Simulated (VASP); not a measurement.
# GaN in VASP: single point with PBE

Aim: the single point of GaN with PBE.

Everything below comes from runs of VASP 6.6.1. Logs are shortened: lines on timing, memory, paths and dates and some standing lists are left out, and cuts for length are marked.

## (1) The cell of the first run

The typed cell holds 2 atoms: a = 3.019 Å, b = 3.019 Å, c = 3.019 Å, α = 60.00°, β = 60.00°, γ = 60.00°.

## (2) Single point, PBE, collinear spin, ferromagnetic start

The input, INCAR:

```
ALGO = Normal
EDIFF = 1E-6
ENCUT = 520
GGA = PE
ISIF = 2
ISMEAR = 0
ISPIN = 2
LASPH = T
LCHARG = F
LORBIT = 11
LREAL = F
LWAVE = F
MAGMOM = 0 1
NBANDS = 20
NELM = 150
PREC = Accurate
SIGMA = 0.1
```

The input, KPOINTS:

```
k-points
0
Gamma
  6 6 6
```

The input, POSCAR:

```
GaN
1.0
    1.5093743740      0.8714377011      2.4650273655
   -1.5093743740      0.8714377011      2.4650273655
    0.0000000000     -1.7428754022      2.4650273655
Ga N
1 1
Direct
    0.0000000000      0.0000000000      0.0000000000
    0.5000000000      0.5000000000      0.5000000000
```

Potentials or basis: VASP PAW PBE potentials, release 64 (Ga_d, N).

Launch:

```bash
cat potpaw_PBE.64/Ga_d/POTCAR potpaw_PBE.64/N/POTCAR > POTCAR
mpirun -np 1 vasp_std > vasp.out
```

OUTCAR:

```text
EDIFF = 1E-6
   ENCUT = 520
   GGA = PE
   ISIF = 2
   ISMEAR = 0
   ISPIN = 2
   LASPH = T
   LORBIT = 11
   LREAL = F
   NELM = 150
   PREC = Accurate

 ion  position               nearest neighbor table
   1  0.000  0.000  0.000-   2 2.13   2 2.13   2 2.13   2 2.13   2 2.13   2 2.13
   2  0.500  0.500  0.500-   1 2.13   1 2.13   1 2.13   1 2.13   1 2.13   1 2.13

  LATTYP: Found a trigonal (rhomboedric) cell.
 ALAT       =     3.0189360014
 COS(alpha) =     0.5000620244

  Lattice vectors:

 A1 = (   1.5093743740,   0.8714377011,   2.4650273655)
 A2 = (  -1.5093743740,   0.8714377011,   2.4650273655)
 A3 = (   0.0000000000,  -1.7428754022,   2.4650273655)

Analysis of symmetry for initial positions (statically):
=====================================================================
 Subroutine PRICEL returns:
 Original cell was already a primitive cell.

 Routine SETGRP: Setting up the symmetry group for a
 trigonal (rhombohedral) supercell.

 Subroutine GETGRP returns: Found 12 space group operations
 (whereof 12 operations were pure point group operations)
 out of a pool of 12 trial point group operations.

The static configuration has the point symmetry D_3d.

Analysis of symmetry for dynamics (positions and initial velocities):
=====================================================================
 Subroutine PRICEL returns:
 Original cell was already a primitive cell.

 Routine SETGRP: Setting up the symmetry group for a
 trigonal (rhombohedral) supercell.

 Subroutine GETGRP returns: Found 12 space group operations
 (whereof 12 operations were pure point group operations)
 out of a pool of 12 trial point group operations.

The dynamic configuration has the point symmetry D_3d.

Analysis of structural, dynamic, and magnetic symmetry:
=====================================================================
 Subroutine PRICEL returns:
 Original cell was already a primitive cell.

 Routine SETGRP: Setting up the symmetry group for a
 trigonal (rhombohedral) supercell.

 Subroutine GETGRP returns: Found 12 space group operations
 (whereof 12 operations were pure point group operations)
 out of a pool of 12 trial point group operations.

The overall configuration has the point symmetry D_3d.

 Subroutine INISYM returns: Found 12 space group operations
 (whereof 12 operations are pure point group operations),
 and found     1 'primitive' translations

[... 115 lines left out ...]
  volume/ion in A,a.u.               =       9.73        65.64
  Fermi-wavevector in a.u.,A,eV,Ry     =   1.595255  3.014596 34.624648  2.544840
  Thomas-Fermi vector in A             =   2.693203
   LORBIT       =     11    0 simple, 1 ext, 2 COOP (PROOUT), +10 PAW based schemes
   GGA     = PE    functional components
   LHFCALC =     F    Hartree Fock is set to
   AEXX    =    0.0000 exact exchange contribution
   IVDW    =     0    specifies the selected vdW correction
   LEPSILON=     F    determine dielectric tensor
   LRPA    =     F    only Hartree local field effects (RPA)
 spin polarized calculation
 Gauss-broadening in eV      SIGMA  =   0.10
  energy-cutoff  :      520.00
  volume of cell :       19.45
 maximum number of plane-waves:       544
 NGX is ok and might be reduce to    24
   NGX = 11   NGY = 11   NGZ = 11

 number of electron      18.0000005 magnetization      -0.0002366

 number of electron      18.0000005 magnetization       0.0000764

 Free energy of the ion-electron system (eV)
  ---------------------------------------------------
  ext. energy  EPLUGINS =         0.00000000
  ---------------------------------------------------
  free energy    TOTEN  =       -11.19293686 eV

  energy without entropy =      -11.19285680  energy(sigma->0) =      -11.19289683

 E-fermi :   7.7552     XC(G=0): -12.9080

 val. band max:        7.5483226568   @ k =   0.3333   0.1667   0.1667
 cond. band min:       7.9297145583   @ k =   0.5000   0.5000  -0.0000
 fundamental gap:      0.3813919015
 Fermi energy:         7.7552222953

 spin component 1

 k-point     1 :       0.0000    0.0000    0.0000
  band No.  band energies     occupation
      1      -9.4718      1.00000
      2      -6.4830      1.00000
      3      -6.4829      1.00000
      4      -6.4829      1.00000
      5      -6.3955      1.00000
      6      -6.3955      1.00000
[... 541 lines left out ...]
     19      38.0060      0.00000
     20      39.5194      0.00000

 [... further k-points ...]

 spin component 2

 k-point     1 :       0.0000    0.0000    0.0000
  band No.  band energies     occupation
      1      -9.4718      1.00000
      2      -6.4830      1.00000
      3      -6.4830      1.00000
      4      -6.4830      1.00000
      5      -6.3955      1.00000
      6      -6.3955      1.00000
[... 541 lines left out ...]
     19      38.0060      0.00000
     20      39.5194      0.00000

 [... further k-points ...]

------------------------ aborting loop because EDIFF is reached ----------------------------------------

  FORCE on cell =-STRESS in cart. coord.  units (eV):
  Direction    XX          YY          ZZ          XY          YZ          ZX
  --------------------------------------------------------------------------------------
  -------------------------------------------------------------------------------------
  Total        0.0473504      0.0473504      0.0427283      0.0000000      0.0000000      0.0000000
  in kB        3.8996730      3.8996730      3.5190059      0.0000000      0.0000000      0.0000000
  external PRESSURE =       3.7727840 kB  Pullay stress =       0.0000000 kB

 VOLUME and BASIS-vectors are now :
 -----------------------------------------------------------------------------
  energy-cutoff  :      520.00
  volume of cell :       19.45
      direct lattice vectors                 reciprocal lattice vectors
     1.509374374  0.871437701  2.465027366     0.331263077  0.191254827  0.135225003
    -1.509374374  0.871437701  2.465027366    -0.331263077  0.191254827  0.135225003
     0.000000000 -1.742875402  2.465027366     0.000000000 -0.382509654  0.135225003

 POSITION                                       TOTAL-FORCE (eV/Angst)
 -----------------------------------------------------------------------------------
      0.00000      0.00000      0.00000         0.000000     -0.000000      0.000000
      0.00000      0.00000      3.69754         0.000000      0.000000     -0.000000
 -----------------------------------------------------------------------------------
    total drift:                               -0.000000     -0.000000     -0.000000

  FREE ENERGIE OF THE ION-ELECTRON SYSTEM (eV)
  ---------------------------------------------------
  free  energy   TOTEN  =       -11.1929368617 eV

  energy  without entropy=      -11.1928568012  energy(sigma->0) =      -11.19289683

 total charge

# of ion       s       p       d       tot
------------------------------------------
    1        0.710   0.708  10.175  11.593
    2        1.242   2.471   0.000   3.713
--------------------------------------------------
tot          1.952   3.179  10.175  15.306

 magnetization (x)

# of ion       s       p       d       tot
------------------------------------------
    1        0.000   0.000  -0.000   0.000
    2       -0.000   0.000   0.000   0.000
--------------------------------------------------
tot          0.000   0.000  -0.000   0.000
```

OSZICAR:

```text
N       E                     dE             d eps       ncg     rms          rms(c)
DAV:   1     0.968284827426E+02    0.96828E+02   -0.81064E+03  3100   0.165E+03
DAV:   2    -0.487217021118E+01   -0.10170E+03   -0.92952E+02  2624   0.332E+02
DAV:   3    -0.125758999959E+02   -0.77037E+01   -0.76210E+01  2952   0.678E+01
DAV:   4    -0.126602233188E+02   -0.84323E-01   -0.84289E-01  2860   0.745E+00
DAV:   5    -0.126608143128E+02   -0.59099E-03   -0.59098E-03  2936   0.612E-01    0.842E+00
DAV:   6    -0.111897614833E+02    0.14711E+01   -0.31498E+00  3860   0.308E+01    0.263E+00
DAV:   7    -0.112050478125E+02   -0.15286E-01   -0.22939E-01  2724   0.424E+00    0.162E+00
DAV:   8    -0.111856835656E+02    0.19364E-01   -0.16922E-02  3180   0.153E+00    0.777E-01
DAV:   9    -0.111929561141E+02   -0.72725E-02   -0.31363E-03  3008   0.824E-01    0.233E-01
DAV:  10    -0.111928662549E+02    0.89859E-04   -0.54757E-04  3340   0.375E-01    0.937E-02
DAV:  11    -0.111929342632E+02   -0.68008E-04   -0.96849E-05  2920   0.993E-02    0.397E-02
DAV:  12    -0.111929367381E+02   -0.24749E-05   -0.28932E-05  2908   0.713E-02    0.109E-02
DAV:  13    -0.111929368617E+02   -0.12352E-06   -0.22949E-06  2764   0.137E-02
   1 F= -.11192937E+02 E0= -.11192897E+02  d E =-.800605E-04  mag=    -0.0002
```

Wall time 18 s (1 thread of AMD EPYC 9R45 (Zen 5), shared host); peak memory 0.13 GiB.

What came out:

| Quantity | Value |
| --- | --- |
| Free energy | -11.1929 eV |
| Pressure | 0.4 GPa |
| Band gap on the k mesh | 0.38 eV, indirect (least direct gap 2.37 eV) |
| Net moment | 0.00 μB per cell |
| Valence electrons inside the program's atomic spheres | Ga 11.59; N 3.71 |

Caveat: the k points lie up to 0.42 Å⁻¹ apart. A k mesh can miss the band edges.
